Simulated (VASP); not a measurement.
# Sr4Nb3PO14 (P1) in VASP: electric field gradients with r2SCAN

Aim: the electric field gradients of Sr4Nb3PO14 with r2SCAN.

Program: VASP 6.6.1. These are calculated values, not measurements. Logs are shortened: lines on timing, memory, paths and dates and some standing lists are left out, and cuts for length are marked.

### Step 1. The cell of the first run

The typed cell holds 22 atoms: a = 4.050 Å, b = 5.737 Å, c = 13.550 Å, α = 86.20°, β = 81.48°, γ = 89.57°.

### Step 2. Electric field gradients, r2SCAN

POSCAR

```
Sr4Nb3PO14
1.0
    4.0496242262      0.0000000000      0.0000000000
    0.0433626529      5.7370092540      0.0000000000
    2.0082575594      0.8819857287     13.3711868432
Sr Nb P O
4 3 1 14
Direct
    0.2936754732      0.0797876738      0.4195980356
    0.7121372543      0.5343255920      0.5919347931
    0.4818879622      0.4669189786      0.1025767078
    0.5371611739      0.9338909830      0.9189376972
    0.8589684643      0.5667502170      0.3173526378
    0.1898653289     -0.0217921066      0.6786559072
    0.0558188282      0.4167585660      0.8760091939
    0.0067334580      0.0292918022      0.1324646343
    0.3857955300      1.0066869941      0.1200879184
    0.5466344371      0.3804963074      0.8948683790
    0.8750610017      0.7794593891      0.1791681504
    0.0845240430      0.0995361948      0.8204320173
    0.8128230045      0.8166116126      0.3920212129
    0.2058093173      0.2559957583      0.6011958303
    0.2173050850      0.7887957483      0.5681951143
    0.7860169748      0.3371422149      0.4224242184
    0.9411967848      0.1080189070      0.0235303198
    0.0090333592      0.6151752881      0.9825464489
    0.8936010390      0.2360625501      0.2010779976
    0.1094879029      0.6212877262      0.7665939651
    0.3456865184      0.5269005687      0.2947729076
    0.6508540596      0.9421440344      0.6955039132
```

INCAR.step1

```
PREC = Accurate ; ENCUT = 520
ISMEAR = -1 ; SIGMA = 0.02
LREAL = Auto ; LASPH = T
NELM = 60 ; NBANDS = 101
GGA = PE ; ALGO = Normal
EDIFF = 1E-4 ; LWAVE = T
LCHARG = F ; KPAR = 4
```

INCAR.step2

```
PREC = Accurate ; ENCUT = 520
EDIFF = 1E-8 ; ISMEAR = -1
SIGMA = 0.02 ; LREAL = Auto
LASPH = T ; NELM = 60
ALGO = Normal ; ISIF = 2
LWAVE = F ; LCHARG = F
METAGGA = R2SCAN ; LMIXTAU = T
LEFG = T ; NBANDS = 101
ISTART = 1 ; KPAR = 4
```

KPOINTS

```
Automatic mesh
0
Gamma
  6 4 2
```

Potentials or basis: VASP PAW PBE potentials, release 64 (Sr_sv, Nb_sv, P, O).

Run with:

```bash
$ cat potpaw_PBE.64/Sr_sv/POTCAR potpaw_PBE.64/Nb_sv/POTCAR potpaw_PBE.64/P/POTCAR potpaw_PBE.64/O/POTCAR > POTCAR
$ cp INCAR.step1 INCAR
$ mpirun -np 4 vasp_std > vasp.out
$ cp INCAR.step2 INCAR
$ mpirun -np 4 vasp_std > vasp.out
```

OUTCAR:

```text
PREC = Accurate
   ENCUT = 520
   EDIFF = 1E-8
   ISMEAR = -1
   LREAL = Auto
   LASPH = T
   NELM = 60
   ISIF = 2
   METAGGA = R2SCAN
   ISTART = 1

 ion  position               nearest neighbor table
   1  0.294  0.080  0.420-  16 2.50  15 2.51  16 2.52  13 2.56  13 2.58  14 2.70  21 2.97   6 3.48
                             5 3.60   5 3.69   5 3.88   5 3.91   2 4.11   2 4.14   2 4.27   2 4.28
   2  0.712  0.534  0.592-  15 2.49  15 2.52  14 2.56  14 2.59  16 2.60  22 2.80  13 3.04  20 3.12
                            20 3.20   6 3.45   6 3.57   5 3.67   6 3.86   6 3.92   1 4.11   1 4.14
   3  0.482  0.467  0.103-  19 2.59  18 2.60  21 2.63   9 2.66  11 2.76  18 2.78  19 2.84  10 2.86
                            17 2.91  11 3.12   9 3.14   8 3.14   8 3.32  17 3.35   4 3.52   5 3.56
   4  0.537  0.934  0.919-  10 2.56  12 2.56  17 2.57  12 2.57   9 2.76  18 2.82  18 2.82  17 2.82
                            22 2.99  10 3.21   8 3.41   7 3.44  20 3.44   7 3.45  20 3.47   3 3.52
   5  0.859  0.567  0.317-  13 1.80  16 1.87  21 1.96  11 2.16  21 2.16   3 3.56   1 3.60   3 3.63
                             2 3.67   1 3.69   1 3.88   1 3.91
   6  0.190  0.978  0.679-  14 1.85  15 1.90  22 1.92  12 2.07  22 2.17  20 2.30   2 3.45   1 3.48
                             2 3.57   4 3.73   2 3.86   4 3.87   2 3.92
   7  0.056  0.417  0.876-  20 1.82  18 1.88  12 2.01  10 2.05  10 2.05   4 3.44   4 3.45   3 3.59
                             4 3.65   4 3.69   3 3.77
   8  0.007  0.029  0.132-   9 1.52  17 1.57  19 1.58  11 1.59   3 3.14   3 3.32   4 3.41   3 3.76
                             4 3.76   3 3.95
   9  0.386  0.007  0.120-   8 1.52   3 2.66   4 2.76   3 3.14
  10  0.547  0.380  0.895-   7 2.05   7 2.05   4 2.56   3 2.86   4 3.21
  11  0.875  0.779  0.179-   8 1.59   5 2.16   3 2.76   3 3.12
  12  0.085  0.100  0.820-   7 2.01   6 2.07   4 2.56   4 2.57
  13  0.813  0.817  0.392-   5 1.80   1 2.56   1 2.58   2 3.04
  14  0.206  0.256  0.601-   6 1.85   2 2.56   2 2.59   1 2.70
  15  0.217  0.789  0.568-   6 1.90   2 2.49   1 2.51   2 2.52
  16  0.786  0.337  0.422-   5 1.87   1 2.50   1 2.52   2 2.60
  17  0.941  0.108  0.024-   8 1.57   4 2.57   4 2.82   3 2.91   3 3.35
  18  0.009  0.615  0.983-   7 1.88   3 2.60   3 2.78   4 2.82   4 2.82
  19  0.894  0.236  0.201-   8 1.58   3 2.59   3 2.84
  20  0.109  0.621  0.767-   7 1.82   6 2.30   2 3.12   2 3.20   4 3.44   4 3.47
  21  0.346  0.527  0.295-   5 1.96   5 2.16   3 2.63   1 2.97
  22  0.651  0.942  0.696-   6 1.92   6 2.17   2 2.80   4 2.99

  LATTYP: Found a triclinic cell.
 ALAT       =    13.5498942744
 B/A-ratio  =     0.2988675885
 C/A-ratio  =     0.4234109146
 COS(alpha) =     0.0075581915
 COS(beta)  =     0.0662100613
 COS(gamma) =     0.1482120464

  Lattice vectors:

 A1 = (   2.0082575594,   0.8819857287,  13.3711868432)
 A2 = (   4.0496242262,   0.0000000000,   0.0000000000)
 A3 = (   0.0433626529,   5.7370092540,   0.0000000000)

Analysis of symmetry for initial positions (statically):
=====================================================================
 Subroutine PRICEL returns:
 Original cell was already a primitive cell.

 Routine SETGRP: Setting up the symmetry group for a
 triclinic supercell.

 Subroutine GETGRP returns: Found  1 space group operations
 (whereof  1 operations were pure point group operations)
 out of a pool of  2 trial point group operations.

The static configuration has the point symmetry C_1 .

Analysis of symmetry for dynamics (positions and initial velocities):
=====================================================================
 Subroutine PRICEL returns:
 Original cell was already a primitive cell.

 Routine SETGRP: Setting up the symmetry group for a
 triclinic supercell.

 Subroutine GETGRP returns: Found  1 space group operations
 (whereof  1 operations were pure point group operations)
 out of a pool of  2 trial point group operations.

The dynamic configuration has the point symmetry C_1 .

 Subroutine INISYM returns: Found  1 space group operations
 (whereof  1 operations are pure point group operations),
 and found     1 'primitive' translations

----------------------------------------------------------------------------------------

[... 143 lines left out ...]
   NELECT =     168.0000    total number of electrons
   NUPDOWN=      -1.0000    fix difference up-down
   EMIN   =  10.00;   EMAX   =-10.00  energy-range for DOS
   EFERMI =   0.00;   METHOD = LEGACY
   ISMEAR =    -1;   SIGMA  =   0.02  broadening in eV -4-tet -1-fermi 0-gaus
   EFERMI_NEDOS =   21; number of points for ismear=-14 and -15
   IALGO  =     38    algorithm
   IMIX   =      4    mixing-type and parameters
     AMIX     =   0.40;   BMIX     =  1.00
     AMIX_MAG =   1.60;   BMIX_MAG =  1.00
  volume/ion in A,a.u.               =      14.12        95.29
  Fermi-wavevector in a.u.,A,eV,Ry     =   1.333791  2.520500 24.204750  1.778999
  Thomas-Fermi vector in A             =   2.462622
   LORBIT       =      0    0 simple, 1 ext, 2 COOP (PROOUT), +10 PAW based schemes
   METAGGA = R2SCAN    functional components
   LHFCALC =     F    Hartree Fock is set to
   AEXX    =    0.0000 exact exchange contribution
   IVDW    =     0    specifies the selected vdW correction
   LEPSILON=     F    determine dielectric tensor
   LRPA    =     F    only Hartree local field effects (RPA)
 non-spin polarized calculation
  energy-cutoff  :      520.00
  volume of cell :      310.65
 maximum number of plane-waves:      8402
   NGX = 15   NGY = 21   NGZ = 51

 number of electron     167.9999992 magnetization

 Free energy of the ion-electron system (eV)
  ---------------------------------------------------
  ext. energy  EPLUGINS =         0.00000000
  ---------------------------------------------------
  free energy    TOTEN  =      -295.90586902 eV

  energy without entropy =     -295.90586902  energy(sigma->0) =     -295.90586902

 E-fermi :   3.5020     XC(G=0): -10.7981

 val. band max:        2.9444879761   @ k =   0.5000   0.5000  -0.0000
 cond. band min:       5.8732637645   @ k =   0.0000   0.0000   0.0000
 fundamental gap:      2.9287757885
 Fermi energy:         3.5020016130

 k-point     1 :       0.0000    0.0000    0.0000
  band No.  band energies     occupation
      1     -54.1955      2.00000
      2     -53.8500      2.00000
      3     -53.7510      2.00000
      4     -31.3716      2.00000
      5     -31.1889      2.00000
      6     -31.1669      2.00000
[... 2365 lines left out ...]
     95       8.9921      0.00000
     96       9.2266      0.00000

 [... further k-points ...]

 [bands above 96 left out]

------------------------ aborting loop because EDIFF is reached ----------------------------------------

  FORCE on cell =-STRESS in cart. coord.  units (eV):
  Direction    XX          YY          ZZ          XY          YZ          ZX
  --------------------------------------------------------------------------------------
  -------------------------------------------------------------------------------------
  Total       -6.8102564     -8.0580850     -8.8939100     -0.1361684      0.0672759      0.1353297
  in kB      -35.1239874    -41.5596799    -45.8704582     -0.7022905      0.3469765      0.6979645
  external PRESSURE =     -40.8513752 kB  Pullay stress =       0.0000000 kB

 VOLUME and BASIS-vectors are now :
 -----------------------------------------------------------------------------
  energy-cutoff  :      520.00
  volume of cell :      310.65
      direct lattice vectors                 reciprocal lattice vectors
     4.049624226  0.000000000  0.000000000     0.246936492 -0.001866447 -0.036964998
     0.043362653  5.737009254  0.000000000     0.000000000  0.174306848 -0.011497570
     2.008257559  0.881985729 13.371186843     0.000000000  0.000000000  0.074787677

 POSITION                                       TOTAL-FORCE (eV/Angst)
 -----------------------------------------------------------------------------------
      2.03540      0.82782      5.61052         0.004616     -0.007033     -0.030115
      4.09582      3.58751      7.91487        -0.002736     -0.018441      0.011359
      2.17771      2.76919      1.37157        -0.016205      0.062857     -0.006261
      4.06126      6.16823     12.28729        -0.000179     -0.077703      0.012755
      4.14040      3.53135      4.24338        -0.007855      0.020468      0.271214
      2.17422      6.21055      9.07443        -0.026487      0.010755     -0.197017
[... 14 lines left out ...]
      2.01473      3.28282      3.94146        -0.039308      0.023167      0.000387
      4.07332      6.01851      9.29971        -0.055324      0.028507      0.002686
 -----------------------------------------------------------------------------------
    total drift:                                0.007070      0.000541     -0.003918

  FREE ENERGIE OF THE ION-ELECTRON SYSTEM (eV)
  ---------------------------------------------------
  free  energy   TOTEN  =      -295.9058690248 eV

  energy  without entropy=     -295.9058690248  energy(sigma->0) =     -295.90586902

 Electric field gradients (V/A^2)
---------------------------------------------------------------------
 ion       V_xx      V_yy      V_zz      V_xy      V_xz      V_yz
---------------------------------------------------------------------
   1     -58.483   -18.913    77.396    -7.063     1.169    21.636
   2     -83.639   -12.141    95.781    -1.417    -3.705   -28.158
   3      -3.879    14.867   -10.988    -5.102     3.944    -0.767
   4     -54.850    32.111    22.740   -11.781   -15.255     7.298
   5      -8.358    10.943    -2.586    12.130    12.773    92.026
   6      30.552    31.646   -62.198    10.511   -13.995   -56.918
[... 14 lines left out ...]
  21      36.280   -19.783   -16.497    -0.533     2.730     3.097
  22      21.156    -6.554   -14.602     4.000    -3.855     0.187
---------------------------------------------------------------------

 Electric field gradients after diagonalization (V/A^2)
 (convention: |V_zz| > |V_xx| > |V_yy|)
----------------------------------------------------------------------
 ion       V_xx      V_yy      V_zz     asymmetry (V_yy - V_xx)/ V_zz
----------------------------------------------------------------------
   1     -59.891   -22.143    82.034       0.460
   2     -83.775   -18.967   102.742       0.631
   3     -12.817    -3.459    16.276       0.575
   4      39.505    19.397   -58.902       0.341
   5     -88.111   -11.213    99.324       0.774
   6      65.441    24.165   -89.606       0.461
[... 14 lines left out ...]
  21     -21.706   -14.717    36.424       0.192
  22     -15.059    -7.055    22.114       0.362
----------------------------------------------------------------------

           NMR quadrupolar parameters

 Cq : quadrupolar parameter    Cq=e*Q*V_zz/h
 eta: asymmetry parameters     (V_yy - V_xx)/ V_zz
 Q  : nuclear electric quadrupole moment in mb (millibarn)
----------------------------------------------------------------------
 ion       Cq(MHz)       eta       Q (mb)
----------------------------------------------------------------------
   1       0.198       0.460       1.000
   2       0.248       0.631       1.000
   3       0.039       0.575       1.000
   4      -0.142       0.341       1.000
   5       0.240       0.774       1.000
   6      -0.217       0.461       1.000
[... 14 lines left out ...]
  21       0.088       0.192       1.000
  22       0.053       0.362       1.000
----------------------------------------------------------------------
```

Run time: 14 min. Hardware: 4 MPI ranks of Intel Xeon 6975P-C (Granite Rapids), shared host; peak memory 0.8 GiB.

Results:

* Free energy: -295.9059 eV
* Pressure: -4.1 GPa
* Largest force: 0.736 eV/Å
* Band gap on the k mesh: 2.93 eV (least direct gap 3.53 eV)
* Largest electric field gradient by atom: Sr +82.0, +102.7, +16.3, -58.9; Nb +99.3, -89.6, -146.0; P -18.8; O +68.0, +32.4, +115.8, +27.7, +14.0, -14.5, -16.8, -12.8, +109.3, -23.4, +104.6, -14.9, +36.4, +22.1 V/Å²

Forces on the atoms (eV/Å):
```
Sr   0.005 -0.007 -0.030
Sr  -0.003 -0.018  0.011
Sr  -0.016  0.063 -0.006
Sr   0.000 -0.078  0.013
Nb  -0.008  0.020  0.271
Nb  -0.026  0.011 -0.197
Nb  -0.009  0.063 -0.056
P    0.210 -0.067 -0.027
O   -0.727  0.085  0.068
O    0.003  0.042  0.004
O    0.195  0.520 -0.218
O    0.016  0.129 -0.028
O    0.001 -0.261 -0.159
O    0.021 -0.250  0.157
O    0.033  0.193  0.239
O    0.026  0.228 -0.243
O    0.221 -0.069  0.557
O    0.010 -0.135 -0.166
O    0.131 -0.458 -0.351
O    0.010 -0.061  0.158
O   -0.039  0.023  0.000
O   -0.055  0.029  0.003
```

Levels at points of the mesh, in eV from the valence-band top:
```tsv
k point	band 80	band 81	band 82	band 83	band 84	band 85	band 86	band 87	band 88	band 89
(0.00, 0.00, 0.00)	-1.32	-1.26	-1.07	-0.98	-0.81	2.93	3.09	3.36	3.59	3.83
(0.50, 0.00, 0.00)	-0.99	-0.96	-0.67	-0.60	-0.03	3.50	3.87	4.21	4.27	4.34
(0.00, 0.50, 0.00)	-1.37	-1.27	-1.22	-1.08	-0.85	3.04	3.11	3.43	3.76	3.79
(0.50, 0.50, 0.00)	-1.11	-0.96	-0.75	-0.67	0.00	3.84	3.96	4.01	4.20	4.33
(0.00, 0.00, 0.50)	-1.35	-1.21	-1.07	-0.98	-0.81	2.96	3.05	3.37	3.57	3.84
(0.50, 0.00, 0.50)	-1.00	-0.95	-0.68	-0.59	-0.03	3.50	3.88	4.21	4.27	4.34
(0.00, 0.50, 0.50)	-1.37	-1.30	-1.24	-1.04	-0.86	3.04	3.12	3.43	3.75	3.80
(0.50, 0.50, 0.50)	-1.12	-0.96	-0.75	-0.67	0.00	3.84	3.95	4.01	4.20	4.34
```

Electric field gradients, principal values (V/Å²):
```csv
atom,least,middle,greatest (by size)
1 Sr,-22.143,-59.891,82.034
2 Sr,-18.967,-83.775,102.742
3 Sr,-3.459,-12.817,16.276
4 Sr,19.397,39.505,-58.902
5 Nb,-11.213,-88.111,99.324
6 Nb,24.165,65.441,-89.606
7 Nb,31.367,114.661,-146.028
8 P,0.841,17.975,-18.816
9 O,-14.053,-53.931,67.984
10 O,-6.287,-26.072,32.359
11 O,-41.710,-74.068,115.778
12 O,-7.469,-20.194,27.663
13 O,-4.062,-9.950,14.012
14 O,1.974,12.518,-14.492
15 O,2.393,14.443,-16.836
16 O,0.203,12.602,-12.805
17 O,-39.237,-70.026,109.263
18 O,7.045,16.358,-23.403
19 O,-44.195,-60.425,104.620
20 O,3.634,11.286,-14.920
21 O,-14.717,-21.706,36.424
22 O,-7.055,-15.059,22.114
```

Caveat: the cell stands under tension; without QUAD_EFG the Cq values of the log hold for a quadrupole moment of 1 mb, not for the nuclei; the PAW data sets were made with another functional, which shifts forces and pressure a little. A k mesh can miss the band edges.
